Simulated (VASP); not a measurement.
# Be in VASP: a series of runs, part 2 of 2

VASP 6.6.1. The steps go on from the part before.

**3. Relaxation of shape and atoms at fixed volume, PBE+D3(BJ) (7.56 Å³/atom)**

This run uses another cell than the first one, of 7.56 Å³/atom.

INCAR reads:

```
SYSTEM = Be
ALGO     = Normal         ! electronic algorithm
EDIFF    = 1E-7           ! SCF threshold, eV
EDIFFG   = -0.01          ! ionic threshold
ENCUT    = 600            ! plane-wave cutoff, eV
GGA      = PE             ! functional
IBRION   = 2              ! ionic algorithm
ISIF     = 4              ! what is computed and relaxed
ISMEAR   = 0              ! smearing method
IVDW     = 12             ! dispersion correction
LASPH    = .True.         ! aspherical terms in the spheres
LCHARG   = .False.        ! write CHGCAR
LREAL    = .False.        ! projectors in reciprocal space
LWAVE    = .False.        ! write WAVECAR
NELM     = 100            ! most SCF steps
NSW      = 50             ! ionic steps
PREC     = Accurate       ! precision mode
SIGMA    = 0.1            ! smearing width, eV
```

KPOINTS reads:

```
k-points
0
Gamma
  16 12 12
  0 0 0
```

POSCAR reads:

```
Be
1.0
    2.5066202313      0.0000000000      0.0000000000
    0.0000000000      3.4733637984      0.0000000000
    0.0000000000      0.0000000000      3.4733641487
Be
4
Direct
    0.7499961184      0.7500001398      0.7499999949
    0.2500038816      0.2499998602      0.7499999949
    0.2499961184      0.7499998602      0.2500000051
    0.7500038816      0.2500001398      0.2500000051
```

Potentials or basis: VASP PAW PBE potentials, release 64 (Be).

On the command line:

```bash
> cat potpaw_PBE.64/Be/POTCAR > POTCAR
> mpirun -np 1 vasp_std > vasp.out
```

OUTCAR:

```text
SYSTEM = Be
   EDIFF = 1E-7
   EDIFFG = -0.01
   ENCUT = 600
   GGA = PE
   IBRION = 2
   ISIF = 4
   ISMEAR = 0
   IVDW = 12
   LASPH = .True.
   LREAL = .False.
   NELM = 100
   NSW = 50
   PREC = Accurate
 IVDW          = 12

 ion  position               nearest neighbor table
   1  0.750  0.750  0.750-   2 2.14   2 2.14   3 2.14   3 2.14   3 2.14   3 2.14   2 2.14   2 2.14

   2  0.250  0.250  0.750-   1 2.14   1 2.14   4 2.14   4 2.14   4 2.14   4 2.14   1 2.14   1 2.14

   3  0.250  0.750  0.250-   4 2.14   4 2.14   1 2.14   1 2.14   1 2.14   1 2.14   4 2.14   4 2.14

   4  0.750  0.250  0.250-   3 2.14   3 2.14   2 2.14   2 2.14   2 2.14   2 2.14   3 2.14   3 2.14

  LATTYP: Found a simple tetragonal cell.
 ALAT       =     3.4733637984
 C/A-ratio  =     0.7216693605

  Lattice vectors:

 A1 = (   0.0000000000,   3.4733637984,   0.0000000000)
 A2 = (   0.0000000000,   0.0000000000,   3.4733641487)
 A3 = (   2.5066202313,   0.0000000000,   0.0000000000)

Analysis of symmetry for initial positions (statically):
=====================================================================
 Subroutine PRICEL returns following result:

  LATTYP: Found a base centered orthorhombic cell.
 ALAT       =     2.5066202313
 B/A-ratio  =     1.3856762605
 C/A-ratio  =     1.3856761208

  Lattice vectors:

 A1 = (   1.2533101156,   0.0000000000,   1.7366820389)
 A2 = (   1.2533101156,   0.0000000000,  -1.7366821098)
 A3 = (   0.0000000000,   3.4733637984,   0.0000000000)

   2 primitive cells build up your supercell.

 Routine SETGRP: Setting up the symmetry group for a
 simple tetragonal supercell.

 Subroutine GETGRP returns: Found 16 space group operations
 (whereof  4 operations were pure point group operations)
 out of a pool of 16 trial point group operations.

The static configuration has the point symmetry     .
 The point group associated with its full space group is D_4h.

Analysis of symmetry for dynamics (positions and initial velocities):
=====================================================================
 Subroutine PRICEL returns following result:

  LATTYP: Found a base centered orthorhombic cell.
 ALAT       =     2.5066202313
 B/A-ratio  =     1.3856762605
 C/A-ratio  =     1.3856761208

  Lattice vectors:

 A1 = (   1.2533101156,   0.0000000000,   1.7366820389)
 A2 = (   1.2533101156,   0.0000000000,  -1.7366821098)
 A3 = (   0.0000000000,   3.4733637984,   0.0000000000)

   2 primitive cells build up your supercell.

 Routine SETGRP: Setting up the symmetry group for a
 simple tetragonal supercell.

 Subroutine GETGRP returns: Found 16 space group operations
 (whereof  4 operations were pure point group operations)
 out of a pool of 16 trial point group operations.

The dynamic configuration has the point symmetry D_4h.
 The point group associated with its full space group is D_4h.

 Subroutine INISYM returns: Found 16 space group operations
 (whereof  4 operations are pure point group operations),
 and found     2 'primitive' translations

----------------------------------------------------------------------------------------

                                     Primitive cell

[... 51 lines left out ...]
  0.250000  0.000000  0.000000      2.000000
  0.312500  0.000000  0.000000      2.000000
[... 16 lines left out ...]
  0.250000  0.166667  0.000000      8.000000
  0.312500  0.166667  0.000000      8.000000
 [... further k-points ...]
   k-points           NKPTS =    252   k-points in BZ     NKDIM =    252   number of bands    NBANDS=      8
   number of dos      NEDOS =    301   number of ions     NIONS =      4
   total plane-waves  NPLWV =  15680
   dimension x,y,z NGX =    20 NGY =   28 NGZ =   28
   dimension x,y,z NGXF=    40 NGYF=   56 NGZF=   56
   ions per type =               4
   NGX,Y,Z   is equivalent  to a cutoff of  13.26, 13.40, 13.40 a.u.
   NGXF,Y,Z  is equivalent  to a cutoff of  26.53, 26.80, 26.80 a.u.
 SYSTEM =  Be
   PREC   = accura    normal or accurate (medium, high low for compatibility)
   ISTART =      0    job   : 0-new  1-cont  2-samecut
   ICHARG =      2    charge: 1-file 2-atom 10-const
   ISPIN  =      1    spin polarized calculation?
   LNONCOLLINEAR =      F non collinear calculations
   LSORBIT =      F    spin-orbit coupling
   LASPH  =      T    aspherical Exc in radial PAW
   ENCUT  =  600.0 eV  44.10 Ry    6.64 a.u.   5.01  6.94  6.94*2*pi/ulx,y,z
   NELM   =    100;   NELMIN=  2; NELMDL= -5     # of ELM steps
   EDIFF  = 0.1E-06   stopping-criterion for ELM
   LREAL  =      F    real-space projection
   EDIFFG = -.1E-01   stopping-criterion for IOM
   NSW    =     50    number of steps for IOM
   IBRION =      2    ionic relax: 0-MD 1-quasi-New 2-CG
   NFREE  =      1    steps in history (QN), initial steepest desc. (CG)
   ISIF   =      4    stress and relaxation
   ISYM   =      2    0-nonsym 1-usesym 2-fastsym
   POTIM  = 0.5000    time-step for ionic-motion
   TEBEG  =    0.0;   TEEND  =   0.0 temperature during run
   PSTRESS=    0.0 pullay stress
   NELECT =       8.0000    total number of electrons
   NUPDOWN=      -1.0000    fix difference up-down
   EMIN   =  10.00;   EMAX   =-10.00  energy-range for DOS
   EFERMI =   0.00;   METHOD = LEGACY
   ISMEAR =     0;   SIGMA  =   0.10  broadening in eV -4-tet -1-fermi 0-gaus
   EFERMI_NEDOS =   21; number of points for ismear=-14 and -15
   IALGO  =     38    algorithm
   IMIX   =      4    mixing-type and parameters
     AMIX     =   0.40;   BMIX     =  1.00
     AMIX_MAG =   1.60;   BMIX_MAG =  1.00
  volume/ion in A,a.u.               =       7.56        51.02
  Fermi-wavevector in a.u.,A,eV,Ry     =   1.050933  1.985976 15.027099  1.104461
  Thomas-Fermi vector in A             =   2.185956
   LORBIT       =      0    0 simple, 1 ext, 2 COOP (PROOUT), +10 PAW based schemes
   GGA     = PE    functional components
   LHFCALC =     F    Hartree Fock is set to
   AEXX    =    0.0000 exact exchange contribution
   IVDW    =    12    specifies the selected vdW correction
   LEPSILON=     F    determine dielectric tensor
   LRPA    =     F    only Hartree local field effects (RPA)
 conjugate gradient relaxation of ions
 non-spin polarized calculation
 Gauss-broadening in eV      SIGMA  =   0.10
  energy-cutoff  :      600.00
  volume of cell :       30.24
 maximum number of plane-waves:      1038
   NGX = 11   NGY = 13   NGZ = 13

 number of electron       8.0000000 magnetization

 Free energy of the ion-electron system (eV)
  ---------------------------------------------------
  ext. energy  EPLUGINS =         0.00000000
  ---------------------------------------------------
  free energy    TOTEN  =       -14.65474459 eV

  energy without entropy =      -14.65213522  energy(sigma->0) =      -14.65343990

 E-fermi :   8.3227     XC(G=0): -10.7601

 val. band max:        8.3150172121   @ k =   0.0625   0.3333   0.0000
 cond. band min:       8.3470911020   @ k =   0.3750   0.4167   0.0000
 fundamental gap:      0.0320738899
 Fermi energy:         8.3227200448

 k-point     1 :       0.0000    0.0000    0.0000
  band No.  band energies     occupation
      1      -4.2018      2.00000
      2       3.0107      2.00000
      3       3.0107      2.00000
      4       8.9503      0.00000
      5       8.9503      0.00000
      6      11.8282      0.00000
      7      12.6469      0.00000
      8      12.6469      0.00000
[... 243 lines left out ...]
 k-point    24 :       0.3125    0.1667    0.0000
  band No.  band energies     occupation
      1      -2.2473      2.00000
      2       3.6749      2.00000
      3       4.4439      2.00000
      4       5.6226      2.00000
      5       8.3736      0.47209
      6      11.1476      0.00000
      7      13.0942      0.00000
      8      13.9860      0.00000

 [... further k-points ...]

------------------------ aborting loop because EDIFF is reached ----------------------------------------

 Edisp (eV)   -1.48706

 E8    (eV) :    -0.5152

  FORCE on cell =-STRESS in cart. coord.  units (eV):
  Direction    XX          YY          ZZ          XY          YZ          ZX
  --------------------------------------------------------------------------------------
  -------------------------------------------------------------------------------------
  Total      -0.67731    -0.68949    -0.68949    -0.00000     0.00000    -0.00000
  in kB     -35.88450   -36.52985   -36.52986    -0.00000     0.00000    -0.00000
  external pressure =      -36.31 kB  Pullay stress =        0.00 kB

 VOLUME and BASIS-vectors are now :
 -----------------------------------------------------------------------------
  energy-cutoff  :      600.00
  volume of cell :       30.24
      direct lattice vectors                 reciprocal lattice vectors
     2.506620231  0.000000000  0.000000000     0.398943561  0.000000000  0.000000000
     0.000000000  3.473363798  0.000000000     0.000000000  0.287905344  0.000000000
     0.000000000  0.000000000  3.473364149     0.000000000  0.000000000  0.287905315

 POSITION                                       TOTAL-FORCE (eV/Angst)
 -----------------------------------------------------------------------------------
      1.87996      2.60502      2.60502         0.000093      0.000000      0.000000
      0.62666      0.86834      2.60502        -0.000093     -0.000000      0.000000
      0.62665      2.60502      0.86834         0.000093     -0.000000      0.000000
      1.87997      0.86834      0.86834        -0.000093     -0.000000      0.000000
 -----------------------------------------------------------------------------------
    total drift:                                0.000005     -0.000010     -0.000003

  FREE ENERGIE OF THE ION-ELECTRON SYSTEM (eV)
  ---------------------------------------------------
  free  energy   TOTEN  =       -16.1418009420 eV

  energy  without entropy=      -16.1391915678  energy(sigma->0) =      -16.14049625

 reached required accuracy - stopping structural energy minimisation
```

Wall time 25 s (1 thread of AMD EPYC 9R45 (Zen 5), shared host); peak memory 0.17 GiB.

What came out:

```
Free energy                : -16.1418 eV
Pressure after relaxing    : -3.6 GPa
Band gap on the k mesh     : zero (bands 4 and 5 overlap by 2.54 eV)
Dispersion energy per atom : -0.372 eV
```

Final structure:
```
Be
1.0
     2.50662    0.00000    0.00000
     0.00000    3.47336    0.00000
     0.00000    0.00000    3.47336
Be
4
Direct
  0.75000 0.75000 0.75000
  0.25000 0.25000 0.75000
  0.25000 0.75000 0.25000
  0.75000 0.25000 0.25000
```

**4. Single point, PBE+D3(BJ)**

This run uses another cell than the first one, of 7.32 Å³/atom.

INCAR reads:

```
PREC     = Accurate       # precision mode
ENCUT    = 520            # plane-wave cutoff, eV
EDIFF    = 1E-6           # SCF threshold, eV
ISMEAR   = 0              # smearing method
SIGMA    = 0.1            # smearing width, eV
LREAL    = False          # projectors in reciprocal space
LASPH    = True           # aspherical terms in the spheres
NELM     = 100            # most SCF steps
ALGO     = Normal         # electronic algorithm
ISIF     = 2              # what is computed and relaxed
LWAVE    = False          # write WAVECAR
LCHARG   = False          # write CHGCAR
GGA      = PE             # functional
IVDW     = 12             # dispersion correction
NBANDS   = 12             # bands
```

KPOINTS reads:

```
regular mesh
0
Gamma
  10 6 6
```

POSCAR reads:

```
Be
1.0
    2.5140101402      0.0000000000      0.0000000000
    0.0000000000      3.4109495424      0.0000000000
    0.0000000000      0.0000000000      3.4157993881
Be
4
Direct
    0.7499403428      0.7500333256      0.7501849479
    0.2500596572      0.2499666744      0.7501849479
    0.2499403428      0.7499666744      0.2498150521
    0.7500596572      0.2500333256      0.2498150521
```

On the command line:

```bash
> cat potpaw_PBE.64/Be/POTCAR > POTCAR
> mpirun -np 1 vasp_std > vasp.out
```

Wall time 15 s (1 thread of AMD EPYC 9R45 (Zen 5), shared host); peak memory 0.13 GiB.

Results (log left out):

| Quantity | Value |
| --- | --- |
| Free energy | -16.1572 eV |
| Pressure | 0.3 GPa |
| Largest force | 0.011 eV/Å |
| Band gap on the k mesh | zero (bands 4 and 5 overlap by 2.09 eV) |
| Dispersion energy per atom | -0.384 eV |

Forces on the atoms (eV/Å):
```
Be   0.002 -0.002 -0.011
Be  -0.002  0.002 -0.011
Be   0.002  0.002  0.011
Be  -0.002 -0.002  0.011
```

Stress tensor (GPa, compression positive):
```
 0.53  0.00  0.00
 0.00  0.59  0.00
 0.00  0.00 -0.16
```

Levels at points of the mesh, in eV from the Fermi level:
```
           k point  band 1  band 2  band 3  band 4  band 5  band 6  band 7  band 8  band 9
(0.00, 0.00, 0.00)  -12.75   -5.36   -5.34    0.86    0.90    3.03    4.68    4.71    9.49
(0.50, 0.00, 0.00)   -8.39   -8.39    0.43    0.43    0.45    0.45    0.75    0.75   10.01
(0.00, 0.50, 0.00)  -10.43  -10.43   -2.28   -2.28    1.79    1.79    6.03    6.03   11.37
(0.50, 0.50, 0.00)   -6.19   -6.19   -6.19   -6.19    3.47    3.47    3.47    3.47    8.06
(0.00, 0.00, 0.50)  -10.44  -10.43   -2.27   -2.26    1.82    1.82    6.02    6.03   11.29
(0.50, 0.00, 0.50)   -6.20   -6.20   -6.19   -6.19    3.47    3.47    3.49    3.49    8.08
(0.00, 0.50, 0.50)   -8.03   -8.03   -8.02   -8.02    8.99    8.99    9.01    9.01   10.54
(0.50, 0.50, 0.50)   -5.69   -5.69   -5.69   -5.69    0.36    0.36    0.36    0.36   13.25
```

**5. The runs side by side**

| task | cell | k mesh | cutoff (eV) | gap on the mesh (eV) | pressure (GPa) |
| --- | --- | --- | --- | --- | --- |
| relaxation of shape and atoms at fixed volume | relaxed from a = 2.457, b = 3.405, c = 3.405 Å, 4 atoms, atomic positions A | 16 × 12 × 12 | 600 | none | 4.5 |
| relaxation of shape and atoms at fixed volume | relaxed from a = 2.507, b = 3.473, c = 3.473 Å, 4 atoms, atomic positions A | 16 × 12 × 12 | 600 | none | -3.6 |
| single point | a = 2.514, b = 3.411, c = 3.416 Å, 4 atoms, atomic positions B | 10 × 6 × 6 | 520 | none | 0.3 |

Alike in all rows: level PBE+D3(BJ); potentials or basis VASP PAW PBE potentials, release 64 (Be); no spin polarisation; smearing gaussian 0.1 eV.

Absolute energies hang on the potentials; compare differences alone.

The gap in the log of VASP goes by the Fermi energy; the results here count the filled bands.